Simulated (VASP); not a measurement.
# Al2Pt in VASP: notebook

Aim: see how the results for Al2Pt move with the level of theory and the settings. Levels: PBE, PBEsol. Tasks: relaxation of the atoms, single point.

Everything below comes from runs of VASP 6.6.1. Logs are shortened: lines on timing, memory, paths and dates and some standing lists are left out, and cuts for length are marked.

### 1 The cell of the first run

Symmetry: I4/mmm, No. 139, tetragonal system. Conventional cell: a = 4.179 Å, b = 4.179 Å, c = 5.851 Å, α = 90.00°, β = 90.00°, γ = 90.00°. Pt (site symmetry 4/mmm) has 8 Al at 2.55 Å within 3.4 Å. Al (site symmetry -4m2) has 4 Pt at 2.55 Å and 6 Al at 2.93 to 2.96 Å within 3.4 Å.

### 2 Relaxation of the atoms, PBE

Input file INCAR:

```
PREC = Accurate ; ENCUT = 520
EDIFF = 1E-7 ; ISMEAR = -1
SIGMA = 0.05 ; LREAL = False
LASPH = True ; NELM = 100
ALGO = Normal ; ISIF = 2
LWAVE = False ; LCHARG = False
GGA = PE ; IBRION = 2
NSW = 60 ; EDIFFG = -0.01
```

Input file KPOINTS:

```
regular mesh
0
Gamma
  7 7 7
```

Input file POSCAR:

```
Al2Pt
1.0
    0.0000000000      2.9550000000      2.9254500000
    2.9550000000      0.0000000000      2.9254500000
    2.9550000000      2.9550000000      0.0000000000
Pt Al
1 2
Direct
    0.0000000000      0.0000000000      0.0000000000
    0.7500000000      0.7500000000      0.7500000000
    0.2500000000      0.2500000000      0.2500000000
```

Potentials or basis: VASP PAW PBE potentials, release 64 (Pt, Al).

Run with:

```console
cat potpaw_PBE.64/Pt/POTCAR potpaw_PBE.64/Al/POTCAR > POTCAR
mpirun -np 1 vasp_std > vasp.out
```

OUTCAR:

```text
PREC = Accurate
   ENCUT = 520
   EDIFF = 1E-7
   ISMEAR = -1
   LREAL = False
   LASPH = True
   NELM = 100
   ISIF = 2
   GGA = PE
   IBRION = 2
   NSW = 60
   EDIFFG = -0.01

 ion  position               nearest neighbor table
   1  0.000  0.000  0.000-   2 2.55   2 2.55   2 2.55   2 2.55   3 2.55   3 2.55   3 2.55   3 2.55

   2  0.750  0.750  0.750-   1 2.55   1 2.55   1 2.55   1 2.55   3 2.93   3 2.93   3 2.96   3 2.96
                             3 2.96   3 2.96
   3  0.250  0.250  0.250-   1 2.55   1 2.55   1 2.55   1 2.55   2 2.93   2 2.93   2 2.96   2 2.96
                             2 2.96   2 2.96

  LATTYP: Found a body centered tetragonal cell.
 ALAT       =     4.1790010768
 C/A-ratio  =     1.4000714267

  Lattice vectors:

 A1 = (   0.0000000000,  -2.9550000000,  -2.9254500000)
 A2 = (   0.0000000000,   2.9550000000,  -2.9254500000)
 A3 = (   2.9550000000,   0.0000000000,   2.9254500000)

Analysis of symmetry for initial positions (statically):
=====================================================================
 Subroutine PRICEL returns:
 Original cell was already a primitive cell.

 Routine SETGRP: Setting up the symmetry group for a
 body centered tetragonal supercell.

 Subroutine GETGRP returns: Found 16 space group operations
 (whereof 16 operations were pure point group operations)
 out of a pool of 16 trial point group operations.

The static configuration has the point symmetry D_4h.

Analysis of symmetry for dynamics (positions and initial velocities):
=====================================================================
 Subroutine PRICEL returns:
 Original cell was already a primitive cell.

 Routine SETGRP: Setting up the symmetry group for a
 body centered tetragonal supercell.

 Subroutine GETGRP returns: Found 16 space group operations
 (whereof 16 operations were pure point group operations)
 out of a pool of 16 trial point group operations.

The dynamic configuration has the point symmetry D_4h.

 Subroutine INISYM returns: Found 16 space group operations
 (whereof 16 operations are pure point group operations),
 and found     1 'primitive' translations

----------------------------------------------------------------------------------------

                                     Primitive cell

  volume of cell :      51.0902

  direct lattice vectors                    reciprocal lattice vectors
     0.000000000  2.955000000  2.925450000    -0.169204738  0.169204738  0.170913876
     2.955000000  0.000000000  2.925450000     0.169204738 -0.169204738  0.170913876
     2.955000000  2.955000000  0.000000000     0.169204738  0.169204738 -0.170913876

  length of vectors
     4.158158571  4.158158571  4.179001077     0.294061286  0.294061286  0.294061286

  position of ions in fractional coordinates (direct lattice)
     0.000000000  0.000000000  0.000000000
     0.750000000  0.750000000  0.750000000
     0.250000000  0.250000000  0.250000000

  ion indices of the primitive-cell ions
   primitive index   ion index
                 1           1
                 2           2
                 3           3

----------------------------------------------------------------------------------------

 KPOINTS: regular mesh

Automatic generation of k-mesh.
 Grid dimensions read from file:
 generate k-points for:    7    7    7

 Generating k-lattice:

  Cartesian coordinates                     Fractional coordinates (reciprocal lattice)
    -0.024172105  0.024172105  0.024416268     0.142857143  0.000000000  0.000000000
     0.024172105 -0.024172105  0.024416268     0.000000000  0.142857143  0.000000000
     0.024172105  0.024172105 -0.024416268     0.000000000  0.000000000  0.142857143

  Length of vectors
     0.042008755  0.042008755  0.042008755

  Shift w.r.t. Gamma in fractional coordinates (k-lattice)
     0.000000000  0.000000000  0.000000000

 Subroutine IBZKPT returns following result:
 ===========================================

 Found     40 irreducible k-points:

 Following reciprocal coordinates:
            Coordinates               Weight
  0.000000  0.000000  0.000000      1.000000
  0.142857  0.000000  0.000000      8.000000
  0.285714  0.000000  0.000000      8.000000
  0.428571  0.000000  0.000000      8.000000
  0.142857  0.142857  0.000000      2.000000
  0.285714  0.142857  0.000000      8.000000
[... 16 lines left out ...]
  0.428571  0.285714  0.142857      8.000000
 -0.428571  0.285714  0.142857     16.000000
 [... further k-points ...]
   k-points           NKPTS =     40   k-points in BZ     NKDIM =     40   number of bands    NBANDS=     12
   number of dos      NEDOS =    301   number of ions     NIONS =      3
   total plane-waves  NPLWV =  32768
   dimension x,y,z NGX =    32 NGY =   32 NGZ =   32
   dimension x,y,z NGXF=    64 NGYF=   64 NGZF=   64
   ions per type =               1   2
   NGX,Y,Z   is equivalent  to a cutoff of  12.79, 12.79, 12.73 a.u.
   NGXF,Y,Z  is equivalent  to a cutoff of  25.59, 25.59, 25.46 a.u.
 SYSTEM =  unknown system
   PREC   = accura    normal or accurate (medium, high low for compatibility)
   ISTART =      0    job   : 0-new  1-cont  2-samecut
   ICHARG =      2    charge: 1-file 2-atom 10-const
   ISPIN  =      1    spin polarized calculation?
   LNONCOLLINEAR =      F non collinear calculations
   LSORBIT =      F    spin-orbit coupling
   LASPH  =      T    aspherical Exc in radial PAW
   ENCUT  =  520.0 eV  38.22 Ry    6.18 a.u.   7.73  7.73  7.77*2*pi/ulx,y,z
   NELM   =    100;   NELMIN=  2; NELMDL= -5     # of ELM steps
   EDIFF  = 0.1E-06   stopping-criterion for ELM
   LREAL  =      F    real-space projection
   EDIFFG = -.1E-01   stopping-criterion for IOM
   NSW    =     60    number of steps for IOM
   IBRION =      2    ionic relax: 0-MD 1-quasi-New 2-CG
   NFREE  =      1    steps in history (QN), initial steepest desc. (CG)
   ISIF   =      2    stress and relaxation
   ISYM   =      2    0-nonsym 1-usesym 2-fastsym
   POTIM  = 0.5000    time-step for ionic-motion
   TEBEG  =    0.0;   TEEND  =   0.0 temperature during run
   PSTRESS=    0.0 pullay stress
   NELECT =      16.0000    total number of electrons
   NUPDOWN=      -1.0000    fix difference up-down
   EMIN   =  10.00;   EMAX   =-10.00  energy-range for DOS
   EFERMI =   0.00;   METHOD = LEGACY
   ISMEAR =    -1;   SIGMA  =   0.05  broadening in eV -4-tet -1-fermi 0-gaus
   EFERMI_NEDOS =   21; number of points for ismear=-14 and -15
   IALGO  =     38    algorithm
   IMIX   =      4    mixing-type and parameters
     AMIX     =   0.40;   BMIX     =  1.00
     AMIX_MAG =   1.60;   BMIX_MAG =  1.00
  volume/ion in A,a.u.               =      17.03       114.92
  Fermi-wavevector in a.u.,A,eV,Ry     =   1.111738  2.100879 16.816262  1.235960
  Thomas-Fermi vector in A             =   2.248304
   LORBIT       =      0    0 simple, 1 ext, 2 COOP (PROOUT), +10 PAW based schemes
   GGA     = PE    functional components
   LHFCALC =     F    Hartree Fock is set to
   AEXX    =    0.0000 exact exchange contribution
   IVDW    =     0    specifies the selected vdW correction
   LEPSILON=     F    determine dielectric tensor
   LRPA    =     F    only Hartree local field effects (RPA)
 conjugate gradient relaxation of ions
 non-spin polarized calculation
  energy-cutoff  :      520.00
  volume of cell :       51.09
 maximum number of plane-waves:      1395
   NGX = 15   NGY = 15   NGZ = 15

 number of electron      15.9999999 magnetization

 Free energy of the ion-electron system (eV)
  ---------------------------------------------------
  ext. energy  EPLUGINS =         0.00000000
  ---------------------------------------------------
  free energy    TOTEN  =       -16.23447508 eV

  energy without entropy =      -16.21894088  energy(sigma->0) =      -16.22670798

 E-fermi :   8.0049     XC(G=0): -10.7444

 val. band max:        7.9912136949   @ k =  -0.2857   0.1429   0.0000
 cond. band min:       8.0083940365   @ k =  -0.1429  -0.0000   0.1429
 fundamental gap:      0.0171803416
 Fermi energy:         8.0048532758

 k-point     1 :       0.0000    0.0000    0.0000
  band No.  band energies     occupation
      1      -2.2795      2.00000
      2       2.9002      2.00000
      3       2.9131      2.00000
      4       2.9131      2.00000
      5       4.2520      2.00000
      6       4.2915      2.00000
      7      11.0567      0.00000
      8      11.8259      0.00000
      9      11.8259      0.00000
     10      11.8970      0.00000
     11      13.3855      0.00000
     12      13.5345      0.00000

 k-point     2 :       0.1429    0.0000    0.0000
  band No.  band energies     occupation
      1      -1.9978      2.00000
      2       2.7495      2.00000
      3       2.9962      2.00000
      4       3.0026      2.00000
      5       4.2273      2.00000
      6       4.2624      2.00000
      7       9.3007      0.00000
      8      11.1506      0.00000
      9      11.1894      0.00000
     10      11.4483      0.00000
     11      13.8314      0.00000
     12      13.8730      0.00000

 k-point     3 :       0.2857    0.0000    0.0000
  band No.  band energies     occupation
      1      -1.2008      2.00000
      2       2.3939      2.00000
      3       3.1621      2.00000
      4       3.1654      2.00000
      5       4.2720      2.00000
      6       4.2896      2.00000
      7       6.4794      2.00000
      8       9.9959      0.00000
      9      10.0500      0.00000
     10      11.8914      0.00000
     11      13.3580      0.00000
     12      13.4101      0.00000
[... 286 lines left out ...]
 k-point    23 :       0.4286    0.2857    0.1429
  band No.  band energies     occupation
      1      -0.4666      2.00000
      2       2.1703      2.00000
      3       3.1990      2.00000
      4       3.5196      2.00000
      5       3.9504      2.00000
      6       4.5364      2.00000
      7       6.0618      2.00000
      8       7.2952      2.00000
      9       8.9576      0.00000
     10      12.1789      0.00000
     11      12.5252      0.00000
     12      13.9220      0.00000

 k-point    24 :      -0.4286    0.2857    0.1429
  band No.  band energies     occupation
      1       0.5909      2.00000
      2       1.9636      2.00000
      3       3.0569      2.00000
      4       3.6605      2.00000
      5       3.9298      2.00000
      6       4.3334      2.00000
      7       4.9961      2.00000
      8       6.6865      2.00000
      9       8.1045      0.23996
     10      12.0827      0.00000
     11      13.1986      0.00000
     12      14.3752      0.00000

 [... further k-points ...]

------------------------ aborting loop because EDIFF is reached ----------------------------------------

  FORCE on cell =-STRESS in cart. coord.  units (eV):
  Direction    XX          YY          ZZ          XY          YZ          ZX
  --------------------------------------------------------------------------------------
  -------------------------------------------------------------------------------------
  Total        1.1569750      1.1569750      1.2965068      0.0000000     -0.0000000      0.0000000
  in kB       36.2824762     36.2824762     40.6581624      0.0000000     -0.0000000      0.0000000
  external PRESSURE =      37.7410382 kB  Pullay stress =       0.0000000 kB

 VOLUME and BASIS-vectors are now :
 -----------------------------------------------------------------------------
  energy-cutoff  :      520.00
  volume of cell :       51.09
      direct lattice vectors                 reciprocal lattice vectors
     0.000000000  2.955000000  2.925450000    -0.169204738  0.169204738  0.170913876
     2.955000000  0.000000000  2.925450000     0.169204738 -0.169204738  0.170913876
     2.955000000  2.955000000  0.000000000     0.169204738  0.169204738 -0.170913876

 POSITION                                       TOTAL-FORCE (eV/Angst)
 -----------------------------------------------------------------------------------
      0.00000      0.00000      0.00000        -0.000000      0.000000     -0.000000
      4.43250      4.43250      4.38818        -0.000000     -0.000000      0.000000
      1.47750      1.47750      1.46273         0.000000      0.000000     -0.000000
 -----------------------------------------------------------------------------------
    total drift:                                0.000000     -0.000000      0.000000

  FREE ENERGIE OF THE ION-ELECTRON SYSTEM (eV)
  ---------------------------------------------------
  free  energy   TOTEN  =       -16.2344750751 eV

  energy  without entropy=      -16.2189408809  energy(sigma->0) =      -16.22670798

 reached required accuracy - stopping structural energy minimisation
```

It took 35 s on 1 thread of Intel Xeon 8259CL, shared host; peak memory 0.19 GiB.

Results:

```yaml
Free_energy: -16.2345 eV
Pressure_after_relaxing: 3.8 GPa
Band_gap_on_the_k_mesh: zero (bands 8 and 9 overlap by 5.22 eV)
```

Final structure:
```
Pt Al
1.0
     0.00000    2.95500    2.92545
     2.95500    0.00000    2.92545
     2.95500    2.95500    0.00000
Pt Al
1 2
Direct
  0.00000 0.00000 0.00000
  0.75000 0.75000 0.75000
  0.25000 0.25000 0.25000
```

Caveat: the relaxation stopped at its first step, so nothing moved; spin-orbit coupling is left out, which moves the levels of the heavy elements.

### 3 Single point, PBEsol

This run uses another cell than the first one, of 17.20 Å³/atom.

Input file INCAR:

```
ALGO     = Fast           # electronic algorithm
EDIFF    = 1E-7           # SCF threshold, eV
ENCUT    = 520            # plane-wave cutoff, eV
GGA      = PS             # functional
ISIF     = 2              # what is computed and relaxed
ISMEAR   = -1             # smearing method
LASPH    = T              # aspherical terms in the spheres
LCHARG   = F              # write CHGCAR
LREAL    = F              # projectors in reciprocal space
LWAVE    = F              # write WAVECAR
NBANDS   = 15             # bands
NELM     = 80             # most SCF steps
PREC     = Accurate       # precision mode
SIGMA    = 0.05           # smearing width, eV
```

Input file KPOINTS:

```
k-points
0
Gamma
  7 7 7
```

Input file POSCAR:

```
Al2Pt
1.0
    0.0000000000      2.9550000000      2.9550000000
    2.9550000000      0.0000000000      2.9550000000
    2.9550000000      2.9550000000      0.0000000000
Pt Al
1 2
Direct
    0.0000000000      0.0000000000      0.0000000000
    0.7500000000      0.7500000000      0.7500000000
    0.2500000000      0.2500000000      0.2500000000
```

Potentials or basis: VASP PAW PBE potentials, release 64 (Pt, Al).

Run with:

```console
cat potpaw_PBE.64/Pt/POTCAR potpaw_PBE.64/Al/POTCAR > POTCAR
mpirun -np 1 vasp_std > vasp.out
```

Wall time 19 s (1 thread of Intel Xeon 6975P-C (Granite Rapids), shared host); peak memory 0.18 GiB.

Results (log left out):

- Free energy: -17.7614 eV
- Pressure: -0.9 GPa
- Band gap on the k mesh: zero (bands 8 and 9 overlap by 5.16 eV)

Levels at points of the mesh, in eV from the Fermi level:
```csv
k point,band 4,band 5,band 6,band 7,band 8,band 9,band 10,band 11,band 12,band 13
"(0.00, 0.00, 0.00)",-5.04,-3.69,-3.69,3.01,3.81,3.81,3.81,5.45,5.45,5.45
```

Caveat: the PAW data sets were made with another functional, which shifts forces and pressure a little; spin-orbit coupling is left out, which moves the levels of the heavy elements.

[end of part 1 of 2]
